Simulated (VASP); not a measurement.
# Be16H (a cell with a defect) in VASP: notebook, part 2 of 2

VASP 6.6.1. Earlier steps stand in the parts before.

### Step 3. Single point, LDA

Contents of INCAR:

```
SYSTEM = Be16H
PREC     = Accurate       ! precision mode
ENCUT    = 520            ! plane-wave cutoff, eV
EDIFF    = 1E-6           ! SCF threshold, eV
ISMEAR   = 0              ! smearing method
SIGMA    = 0.1            ! smearing width, eV
LREAL    = Auto         
LASPH    = .True.         ! aspherical terms in the spheres
NELM     = 100            ! most SCF steps
ALGO     = Normal         ! electronic algorithm
ISIF     = 2              ! what is computed and relaxed
LWAVE    = .False.        ! write WAVECAR
LCHARG   = .False.        ! write CHGCAR
NBANDS   = 30             ! bands
```

Contents of KPOINTS:

```
Automatic mesh
0
Gamma
  4 4 3
  0 0 0
```

Contents of POSCAR:

```
Be16H
1.0
   -2.2900000000     -3.9663960000      0.0000000000
    3.4350000000     -1.9831980000      0.0000000000
    0.0000000000      0.0000000000      7.1768600000
Be H
16 1
Direct
    0.7498094181      0.4980208347     -0.0017807230
    0.5120064788      0.3357388170      0.2448439847
    0.7498085194      0.4974321716      0.5023136859
    0.5005814660      0.3329716324      0.7494195233
    0.5016589358     -0.0022110734     -0.0016732944
    0.2498131317      0.8292955085      0.2465590802
    0.5073095220     -0.0076020945      0.5060557124
    0.2498101196      0.8380268338      0.7530093941
    0.2498109355      0.5002329090     -0.0048897429
   -0.0123842989      0.3357592301      0.2448396653
    0.2498127649      0.5117540703      0.5047506848
   -0.0009639575      0.3329745378      0.7494191053
   -0.0020397825     -0.0022087633     -0.0016742698
    0.7498060379      0.8269423076      0.2509877579
   -0.0076831713     -0.0076036281      0.5060547370
    0.7498092820      0.8255532040      0.7541771750
    0.2498063756      0.1821003203      0.3345372489
```

Potentials or basis: VASP PAW LDA potentials, release 64 (Be, H).

Started as:

```bash
cat potpaw_LDA.64/Be/POTCAR potpaw_LDA.64/H/POTCAR > POTCAR
mpirun -np 1 vasp_std > vasp.out
```

OUTCAR:

```text
SYSTEM = Be16H
   PREC = Accurate
   ENCUT = 520
   EDIFF = 1E-6
   ISMEAR = 0
   LREAL = Auto
   LASPH = .True.
   NELM = 100
   ISIF = 2

 ion  position               nearest neighbor table
   1  0.750  0.498  0.998-  10 2.18   2 2.18  16 2.18  12 2.22   4 2.22  14 2.23   5 2.28  13 2.28
                            13 2.29   5 2.29   9 2.29   9 2.29
   2  0.512  0.336  0.245-  17 1.49   1 2.18  10 2.18   5 2.22  14 2.23   3 2.24   9 2.25  14 2.29
                             6 2.30   7 2.32  11 2.33   6 2.34
   3  0.750  0.497  0.502-  12 2.21   4 2.21  16 2.23  14 2.23   2 2.24  10 2.24   7 2.26  15 2.26
                             7 2.29  15 2.29  11 2.29  11 2.29
   4  0.501  0.333  0.749-   9 2.21   3 2.21   7 2.21  11 2.21   1 2.22   5 2.23  16 2.26   8 2.27
                            12 2.28  12 2.30   8 2.31  16 2.31
   5  0.502  0.998  0.998-  16 2.20   8 2.20   2 2.22   6 2.23   4 2.23  14 2.24  13 2.27   1 2.28
                             9 2.29   1 2.29   9 2.30  13 2.31
   6  0.250  0.829  0.247-  17 1.54   5 2.23  13 2.23   9 2.23  11 2.24  14 2.29  14 2.29  10 2.30
                             2 2.30  15 2.30   7 2.30   2 2.34  10 2.34
   7  0.507  0.992  0.506-  16 2.20   4 2.21   8 2.22  15 2.22  14 2.24  11 2.24   3 2.26   3 2.29
                             6 2.30   2 2.32  15 2.36  11 2.37
   8  0.250  0.838  0.753-   9 2.19  13 2.20   5 2.20  11 2.20  15 2.22   7 2.22   4 2.27  12 2.27
                            16 2.29  16 2.29  12 2.31   4 2.31
   9  0.250  0.500  0.995-   8 2.19   4 2.21  12 2.21   6 2.23  10 2.25   2 2.25   5 2.29  13 2.29
                             1 2.29   1 2.29  13 2.30   5 2.30
  10  0.988  0.336  0.245-  17 1.49   1 2.18   2 2.18  13 2.22  14 2.23   3 2.24   9 2.25  14 2.29
                             6 2.30  15 2.32  11 2.33   6 2.34
  11  0.250  0.512  0.505-   8 2.20   4 2.21  12 2.21   6 2.24  15 2.24   7 2.24   3 2.29   3 2.29
                             2 2.33  10 2.33   7 2.37  15 2.37
  12  0.999  0.333  0.749-   9 2.21   3 2.21  15 2.21  11 2.21   1 2.22  13 2.23  16 2.26   8 2.27
                             4 2.28   4 2.30   8 2.31  16 2.31
  13  0.998  0.998  0.998-  16 2.20   8 2.20  10 2.22   6 2.23  12 2.23  14 2.24   5 2.27   1 2.28
                             9 2.29   1 2.29   9 2.30   5 2.31
  14  0.750  0.827  0.251-   3 2.23  10 2.23   2 2.23   1 2.23   7 2.24  15 2.24   5 2.24  13 2.24
                             6 2.29   6 2.29   2 2.29  10 2.29
  15  0.992  0.992  0.506-  16 2.20  12 2.21   8 2.22   7 2.22  14 2.24  11 2.24   3 2.26   3 2.29
                             6 2.30  10 2.32   7 2.36  11 2.37
  16  0.750  0.826  0.754-   1 2.18  13 2.20   5 2.20   7 2.20  15 2.20   3 2.23  12 2.26   4 2.26
[... 210 lines left out ...]

 Free energy of the ion-electron system (eV)
  ---------------------------------------------------
  ext. energy  EPLUGINS =         0.00000000
  ---------------------------------------------------
  free energy    TOTEN  =       -68.86133383 eV

  energy without entropy =      -68.85225912  energy(sigma->0) =      -68.85679647

 E-fermi :   7.2481     XC(G=0): -10.6019

 val. band max:        7.2418668189   @ k =   0.2500   0.0000   0.0000
 cond. band min:       7.2793158117   @ k =   0.0000   0.0000   0.0000
 fundamental gap:      0.0374489928
 Fermi energy:         7.2481406221

 k-point     1 :       0.0000    0.0000    0.0000
  band No.  band energies     occupation
      1      -5.2406      2.00000
      2      -3.1269      2.00000
      3      -2.3201      2.00000
      4      -0.3950      2.00000
      5       0.7869      2.00000
      6       1.3474      2.00000
[... 733 lines left out ...]
     27      12.9179      0.00000
     28      13.1149      0.00000

 [... further k-points ...]

 [bands above 28 left out]

------------------------ aborting loop because EDIFF is reached ----------------------------------------

  FORCE on cell =-STRESS in cart. coord.  units (eV):
  Direction    XX          YY          ZZ          XY          YZ          ZX
  --------------------------------------------------------------------------------------
  -------------------------------------------------------------------------------------
  Total       -3.9754983     -4.5750977     -3.3621083     -0.5187583     -0.0206325      0.0360373
  in kB      -48.8546753    -56.2231186    -41.3167594     -6.3749920     -0.2535513      0.4428606
  external PRESSURE =     -48.7981844 kB  Pullay stress =       0.0000000 kB

 VOLUME and BASIS-vectors are now :
 -----------------------------------------------------------------------------
  energy-cutoff  :      520.00
  volume of cell :      130.38
      direct lattice vectors                 reciprocal lattice vectors
    -2.290000000 -3.966396000  0.000000000    -0.109170306 -0.189088533  0.000000000
     3.435000000 -1.983198000  0.000000000     0.218340611 -0.126059022  0.000000000
     0.000000000  0.000000000  7.176860000     0.000000000  0.000000000  0.139336702

 POSITION                                       TOTAL-FORCE (eV/Angst)
 -----------------------------------------------------------------------------------
     -0.00636     -3.96172      7.16408         0.020863     -0.012018     -0.034978
     -0.01923     -2.69666      1.75721        -0.004538      0.037824     -0.058482
     -0.00838     -3.96054      3.60503         0.024583     -0.014284     -0.028033
     -0.00257     -2.64585      5.37848        -0.005820     -0.004867     -0.042749
      2.27861     -3.96859      7.16485         0.009811      0.001023     -0.001766
      2.27656     -2.63552      1.76952         0.023911     -0.013705     -0.056779
[... 9 lines left out ...]
      1.11871     -4.61128      5.41262         0.002948     -0.001739     -0.020978
      0.05346     -1.35197      2.40093         0.019204     -0.010926      0.583058
 -----------------------------------------------------------------------------------
    total drift:                               -0.001548      0.000667     -0.000344

  FREE ENERGIE OF THE ION-ELECTRON SYSTEM (eV)
  ---------------------------------------------------
  free  energy   TOTEN  =       -68.8613338303 eV

  energy  without entropy=      -68.8522591156  energy(sigma->0) =      -68.85679647
```

Wall time 57 s (1 thread of Intel Xeon 6975P-C (Granite Rapids), shared host); peak memory 0.23 GiB.

Results:

| Property | Result |
| --- | --- |
| Free energy | -68.8613 eV |
| Pressure | -4.9 GPa |
| Largest force | 0.583 eV/Å |

Forces on the atoms (eV/Å):
```
Be   0.021 -0.012 -0.035
Be  -0.005  0.038 -0.058
Be   0.025 -0.014 -0.028
Be  -0.006 -0.005 -0.043
Be   0.010  0.001 -0.002
Be   0.024 -0.014 -0.057
Be  -0.024 -0.013 -0.048
Be   0.015 -0.009 -0.019
Be  -0.034  0.019 -0.020
Be  -0.035 -0.015 -0.058
Be  -0.007  0.004 -0.068
Be   0.001  0.007 -0.043
Be   0.004 -0.009 -0.002
Be  -0.011  0.006 -0.033
Be   0.000  0.028 -0.048
Be   0.003 -0.002 -0.021
H    0.019 -0.011  0.583
```

Levels at points of the mesh, in eV from the Fermi level:
| k point | band 14 | band 15 | band 16 | band 17 | band 18 | band 19 |
| --- | --- | --- | --- | --- | --- | --- |
| (0.00, 0.00, 0.00) | -3.74 | -0.55 | 0.03 | 0.21 | 0.58 | 0.77 |
| (0.50, 0.00, 0.00) | -2.59 | -2.49 | -2.42 | -0.76 | 0.09 | 0.29 |
| (0.00, 0.50, 0.00) | -3.74 | -2.86 | -2.73 | -0.04 | 0.58 | 0.67 |
| (0.50, 0.50, 0.00) | -1.11 | -1.05 | -1.01 | 0.13 | 0.26 | 0.41 |

Caveat: the k points lie up to 0.40 Å⁻¹ apart.
